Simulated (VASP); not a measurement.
Set up this calculation in VASP 6.6.1, as the native input.

* Task: density of states
* Functional: PBE
* Potentials or basis: VASP PAW PBE potentials, release 64 (Al, Si, B)
* Cutoff: 520 eV
* k mesh: 18 × 18 × 8
* Occupations: gaussian, width 0.1 eV
* Spin: no spin polarisation
* Dipole correction: no
* k mesh for the DOS: 27 × 27 × 12
* Occupations for the DOS: tetrahedron
* Further INCAR settings: ALGO = Normal; EDIFF = 1e-06

The system is AlSi2B.

```
Al Si B
1.0
     3.11024    0.00000    0.00000
    -1.55512    2.69354    0.00000
     0.00000    0.00000    6.45366
Al Si B
1 2 1
Cartesian
  0.0000 0.0000 0.0000
  0.0000 1.7957 2.0646
  0.0000 1.7957 4.3890
  1.5551 0.8978 3.2268
```

The input as run:

POSCAR

```
AlSi2B
1.0
    3.1102359112      0.0000000000      0.0000000000
   -1.5551179556      2.6935433109      0.0000000000
    0.0000000000      0.0000000000      6.4536608904
Al Si B
1 2 1
Direct
    0.0000000000      0.0000000000      0.0000000000
    0.3333333333      0.6666666667      0.3199174046
    0.3333333333      0.6666666667      0.6800825954
    0.6666666667      0.3333333333      0.5000000000
```

INCAR.step1

```
SYSTEM = AlSi2B
ALGO = Normal ; EDIFF = 1E-6
ENCUT = 520 ; GGA = PE
ISIF = 2 ; ISMEAR = 0
LASPH = .TRUE. ; LCHARG = .TRUE.
LREAL = .FALSE. ; LWAVE = .FALSE.
NBANDS = 15 ; NELM = 60
PREC = Accurate ; SIGMA = 0.1
```

KPOINTS.step1

```
k-points
0
G
  18 18 8
  0 0 0
```

INCAR.step2

```
SYSTEM = AlSi2B
ALGO = Normal ; EDIFF = 1E-6
ENCUT = 520 ; GGA = PE
ICHARG = 11 ; ISIF = 2
ISMEAR = -5 ; LASPH = .TRUE.
LCHARG = .FALSE. ; LORBIT = 11
LREAL = .FALSE. ; LWAVE = .FALSE.
NEDOS = 1001 ; NELM = 60
PREC = Accurate ; SIGMA = 0.1
```

KPOINTS.step2

```
k-points
0
G
  27 27 12
  0 0 0
```

Potentials or basis: VASP PAW PBE potentials, release 64 (Al, Si, B).

Launch:

```bash
$ cat potpaw_PBE.64/Al/POTCAR potpaw_PBE.64/Si/POTCAR potpaw_PBE.64/B/POTCAR > POTCAR
$ cp INCAR.step1 INCAR
$ cp KPOINTS.step1 KPOINTS
$ mpirun -np 1 vasp_std > vasp.out
$ cp INCAR.step2 INCAR
$ cp KPOINTS.step2 KPOINTS
$ mpirun -np 1 vasp_std > vasp.out
```

Results of the run:

```json
{
  "Valence electrons inside the program's atomic spheres": "Al 0.75; Si 1.61; B 1.90"
}
```

It took 85 s on 1 thread of Intel(R) Xeon(R) 6975P-C (Granite Rapids), on a shared host, peak memory 0.44 GiB.
